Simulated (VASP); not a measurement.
# BP in VASP: notebook, part 2 of 3

VASP 6.6.1. Earlier steps stand in the parts before.

## 4. Electric field gradients, PBE (x and y stretched by -4 %, z held)

The input, INCAR:

```
PREC = Accurate
ENCUT = 520
EDIFF = 1E-8
ISMEAR = -1
SIGMA = 0.08
LREAL = False
LASPH = True
NELM = 100
ALGO = Normal
ISIF = 2
LWAVE = False
LCHARG = False
GGA = PE
LEFG = True
NBANDS = 11
```

The input, KPOINTS:

```
regular mesh
0
Gamma
  12 12 12
```

The input, POSCAR:

```
BP
1.0
    0.0000000000      2.1782400000      2.2690000000
    2.1782400000      0.0000000000      2.2690000000
    2.1782400000      2.1782400000      0.0000000000
B P
1 1
Direct
    0.0000000000      0.0000000000      0.0000000000
    0.7500000000      0.7500000000      0.7500000000
```

Potentials or basis: VASP PAW PBE potentials, release 64 (B, P).

On the command line:

```sh
$ cat potpaw_PBE.64/B/POTCAR potpaw_PBE.64/P/POTCAR > POTCAR
$ mpirun -np 1 vasp_std > vasp.out
```

OUTCAR:

```text
PREC = Accurate
   ENCUT = 520
   EDIFF = 1E-8
   ISMEAR = -1
   LREAL = False
   LASPH = True
   NELM = 100
   ISIF = 2
   GGA = PE

 ion  position               nearest neighbor table
   1  0.000  0.000  0.000-   2 1.91   2 1.91   2 1.91   2 1.91
   2  0.750  0.750  0.750-   1 1.91   1 1.91   1 1.91   1 1.91

  LATTYP: Found a body centered tetragonal cell.
 ALAT       =     3.0804965501
 C/A-ratio  =     1.4731391275

  Lattice vectors:

 A1 = (  -2.1782400000,   0.0000000000,   2.2690000000)
 A2 = (   2.1782400000,   0.0000000000,   2.2690000000)
 A3 = (   0.0000000000,   2.1782400000,  -2.2690000000)

Analysis of symmetry for initial positions (statically):
=====================================================================
 Subroutine PRICEL returns:
 Original cell was already a primitive cell.

 Routine SETGRP: Setting up the symmetry group for a
 body centered tetragonal supercell.

 Subroutine GETGRP returns: Found  8 space group operations
 (whereof  8 operations were pure point group operations)
 out of a pool of 16 trial point group operations.

The static configuration has the point symmetry D_2d.

Analysis of symmetry for dynamics (positions and initial velocities):
=====================================================================
 Subroutine PRICEL returns:
 Original cell was already a primitive cell.

 Routine SETGRP: Setting up the symmetry group for a
 body centered tetragonal supercell.

 Subroutine GETGRP returns: Found  8 space group operations
 (whereof  8 operations were pure point group operations)
 out of a pool of 16 trial point group operations.

The dynamic configuration has the point symmetry D_2d.

 Subroutine INISYM returns: Found  8 space group operations
 (whereof  8 operations are pure point group operations),
 and found     1 'primitive' translations

----------------------------------------------------------------------------------------

                                     Primitive cell

  volume of cell :      21.5316

  direct lattice vectors                    reciprocal lattice vectors
     0.000000000  2.178240000  2.269000000    -0.229543117  0.229543117  0.220361393
     2.178240000  0.000000000  2.269000000     0.229543117 -0.229543117  0.220361393
     2.178240000  2.178240000  0.000000000     0.229543117  0.229543117 -0.220361393

  length of vectors
     3.145328361  3.145328361  3.080496550     0.392350900  0.392350900  0.392350900

  position of ions in fractional coordinates (direct lattice)
     0.000000000  0.000000000  0.000000000
     0.750000000  0.750000000  0.750000000

  ion indices of the primitive-cell ions
   primitive index   ion index
                 1           1
                 2           2

----------------------------------------------------------------------------------------

 KPOINTS: regular mesh

Automatic generation of k-mesh.
 Grid dimensions read from file:
 generate k-points for:   12   12   12

 Generating k-lattice:
[... 72 lines left out ...]
   PSTRESS=    0.0 pullay stress
   NELECT =       8.0000    total number of electrons
   NUPDOWN=      -1.0000    fix difference up-down
   EMIN   =  10.00;   EMAX   =-10.00  energy-range for DOS
   EFERMI =   0.00;   METHOD = LEGACY
   ISMEAR =    -1;   SIGMA  =   0.08  broadening in eV -4-tet -1-fermi 0-gaus
   EFERMI_NEDOS =   21; number of points for ismear=-14 and -15
   IALGO  =     38    algorithm
   IMIX   =      4    mixing-type and parameters
     AMIX     =   0.40;   BMIX     =  1.00
     AMIX_MAG =   1.60;   BMIX_MAG =  1.00
  volume/ion in A,a.u.               =      10.77        72.65
  Fermi-wavevector in a.u.,A,eV,Ry     =   1.176918  2.224052 18.845917  1.385136
  Thomas-Fermi vector in A             =   2.313274
   LORBIT       =      0    0 simple, 1 ext, 2 COOP (PROOUT), +10 PAW based schemes
   GGA     = PE    functional components
   LHFCALC =     F    Hartree Fock is set to
   AEXX    =    0.0000 exact exchange contribution
   IVDW    =     0    specifies the selected vdW correction
   LEPSILON=     F    determine dielectric tensor
   LRPA    =     F    only Hartree local field effects (RPA)
 non-spin polarized calculation
  energy-cutoff  :      520.00
  volume of cell :       21.53
 maximum number of plane-waves:       604
   NGX = 11   NGY = 11   NGZ = 11

 number of electron       7.9999999 magnetization

 Free energy of the ion-electron system (eV)
  ---------------------------------------------------
  ext. energy  EPLUGINS =         0.00000000
  ---------------------------------------------------
  free energy    TOTEN  =       -12.81321660 eV

  energy without entropy =      -12.81317879  energy(sigma->0) =      -12.81319770

 E-fermi :   8.9513     XC(G=0): -11.2639

 val. band max:        8.5746157132   @ k =   0.0000   0.0000   0.0000
 cond. band min:       9.3705228886   @ k =   0.4167   0.0000   0.4167
 fundamental gap:      0.7959071754
 Fermi energy:         8.9512639908

 k-point     1 :       0.0000    0.0000    0.0000
  band No.  band energies     occupation
      1      -7.7799      2.00000
      2       8.1378      1.99992
      3       8.5746      1.98212
      4       8.5746      1.98212
      5      11.9002      0.00000
      6      11.9002      0.00000
      7      12.1184      0.00000
      8      17.0403      0.00000
      9      20.1794      0.00000
     10      20.5376      0.00000
     11      21.3794      0.00000
[... 309 lines left out ...]
 k-point    24 :      -0.4167    0.1667    0.0000
  band No.  band energies     occupation
      1      -3.7729      2.00000
      2      -0.7431      2.00000
      3       3.9956      2.00000
      4       6.2742      2.00000
      5      12.3300      0.00000
      6      14.8964      0.00000
      7      14.9321      0.00000
      8      19.5071      0.00000
      9      21.1421      0.00000
     10      21.5596      0.00000
     11      24.9660      0.00000

 [... further k-points ...]
[... 5 lines left out ...]
  --------------------------------------------------------------------------------------
  -------------------------------------------------------------------------------------
  Total        2.7809111      2.7809111      1.1246352      0.0000000      0.0000000      0.0000000
  in kB      206.9291829    206.9291829     83.6847445      0.0000000      0.0000000      0.0000000
  external PRESSURE =     165.8477034 kB  Pullay stress =       0.0000000 kB

 VOLUME and BASIS-vectors are now :
 -----------------------------------------------------------------------------
  energy-cutoff  :      520.00
  volume of cell :       21.53
      direct lattice vectors                 reciprocal lattice vectors
     0.000000000  2.178240000  2.269000000    -0.229543117  0.229543117  0.220361393
     2.178240000  0.000000000  2.269000000     0.229543117 -0.229543117  0.220361393
     2.178240000  2.178240000  0.000000000     0.229543117  0.229543117 -0.220361393

 POSITION                                       TOTAL-FORCE (eV/Angst)
 -----------------------------------------------------------------------------------
      0.00000      0.00000      0.00000         0.000000      0.000000     -0.000000
      3.26736      3.26736      3.40350        -0.000000     -0.000000      0.000000
 -----------------------------------------------------------------------------------
    total drift:                                0.000000      0.000000     -0.000000

  FREE ENERGIE OF THE ION-ELECTRON SYSTEM (eV)
  ---------------------------------------------------
  free  energy   TOTEN  =       -12.8132166002 eV

  energy  without entropy=      -12.8131787912  energy(sigma->0) =      -12.81319770

 Electric field gradients (V/A^2)
---------------------------------------------------------------------
 ion       V_xx      V_yy      V_zz      V_xy      V_xz      V_yz
---------------------------------------------------------------------
   1      -0.223    -0.223     0.446     0.000     0.000     0.000
   2      -0.932    -0.932     1.864    -0.000    -0.000    -0.000
---------------------------------------------------------------------

 Electric field gradients after diagonalization (V/A^2)
 (convention: |V_zz| > |V_xx| > |V_yy|)
----------------------------------------------------------------------
 ion       V_xx      V_yy      V_zz     asymmetry (V_yy - V_xx)/ V_zz
----------------------------------------------------------------------
   1      -0.223    -0.223     0.446       0.000
   2      -0.933    -0.932     1.864       0.000
----------------------------------------------------------------------

           NMR quadrupolar parameters

 Cq : quadrupolar parameter    Cq=e*Q*V_zz/h
 eta: asymmetry parameters     (V_yy - V_xx)/ V_zz
 Q  : nuclear electric quadrupole moment in mb (millibarn)
----------------------------------------------------------------------
 ion       Cq(MHz)       eta       Q (mb)
----------------------------------------------------------------------
   1       0.001       0.000       1.000
   2       0.005       0.000       1.000
----------------------------------------------------------------------
```

OSZICAR:

```text
N       E                     dE             d eps       ncg     rms          rms(c)
DAV:   1     0.101185403680E+02    0.10119E+02   -0.40273E+03  3586   0.659E+02
DAV:   2    -0.131088736594E+02   -0.23227E+02   -0.22163E+02  4863   0.113E+02
DAV:   3    -0.137019397357E+02   -0.59307E+00   -0.59172E+00  4498   0.156E+01
DAV:   4    -0.137040775520E+02   -0.21378E-02   -0.21376E-02  4118   0.110E+00
DAV:   5    -0.137040874174E+02   -0.98654E-05   -0.98659E-05  4512   0.751E-02    0.810E+00
DAV:   6    -0.129390886576E+02    0.76500E+00   -0.16222E+00  4114   0.578E+00    0.435E+00
DAV:   7    -0.128213386523E+02    0.11775E+00   -0.31888E-01  4532   0.282E+00    0.144E+00
DAV:   8    -0.128127120491E+02    0.86266E-02   -0.29519E-02  4211   0.101E+00    0.219E-01
DAV:   9    -0.128130231634E+02   -0.31111E-03   -0.69617E-04  4242   0.186E-01    0.149E-01
DAV:  10    -0.128132060739E+02   -0.18291E-03   -0.22955E-04  4067   0.964E-02    0.307E-02
DAV:  11    -0.128132158515E+02   -0.97776E-05   -0.10876E-05  4522   0.219E-02    0.390E-02
DAV:  12    -0.128132166762E+02   -0.82467E-06   -0.43682E-06  4096   0.104E-02    0.187E-02
DAV:  13    -0.128132165448E+02    0.13139E-06   -0.13805E-07  4381   0.234E-03    0.790E-03
DAV:  14    -0.128132165981E+02   -0.53308E-07   -0.44437E-08  4215   0.108E-03    0.444E-04
DAV:  15    -0.128132166002E+02   -0.20746E-08   -0.20365E-09  2222   0.302E-04
   1 F= -.12813217E+02 E0= -.12813198E+02  d E =-.378090E-04
```

stdout:

```text
POSCAR found type information on POSCAR B P
 POSCAR found :  2 types and       2 ions
 scaLAPACK will be used
 LDA part: xc-table for (Slater+PW92), standard interpolation
 POSCAR, INCAR and KPOINTS ok, starting setup
 FFT: planning ... GRIDC
 FFT: planning ... GRID_SOFT
 FFT: planning ... GRID
 WAVECAR not read
 entering main loop
ion   1

ion   2
```

Wall time 37 s (1 thread of Intel Xeon 8259CL, shared host); peak memory 0.16 GiB.

Results:

```yaml
Free_energy: -12.8132 eV
Pressure: 16.6 GPa
Band_gap_on_the_k_mesh: 0.80 eV, indirect (least direct gap 3.33 eV)
```

Stress tensor (GPa, compression positive):
```
20.69  0.00  0.00
 0.00 20.69  0.00
 0.00  0.00  8.37
```

Levels at points of the mesh, in eV from the valence-band top:
| k point | band 2 | band 3 | band 4 | band 5 | band 6 | band 7 |
| --- | --- | --- | --- | --- | --- | --- |
| (0.00, 0.00, 0.00) | -0.44 | 0.00 | 0.00 | 3.33 | 3.33 | 3.54 |
| (0.50, 0.00, 0.00) | -9.78 | -2.29 | -1.71 | 3.74 | 4.79 | 4.85 |
| (0.50, 0.50, 0.00) | -9.42 | -4.25 | -4.25 | 1.33 | 1.86 | 12.78 |
| (0.50, 0.00, 0.50) | -9.02 | -4.75 | -4.66 | 0.87 | 1.24 | 12.17 |

Electric field gradients, principal values (V/Å²):
```csv
atom,least,middle,greatest (by size)
1 B,-0.223,-0.223,0.446
2 P,-0.932,-0.933,1.864
```

Caveat: the cell differs from its parent crystal (x and y stretched by -4 %, z held); without QUAD_EFG the Cq values of the log hold for a quadrupole moment of 1 mb, not for the nuclei.

[end of part 2 of 3]
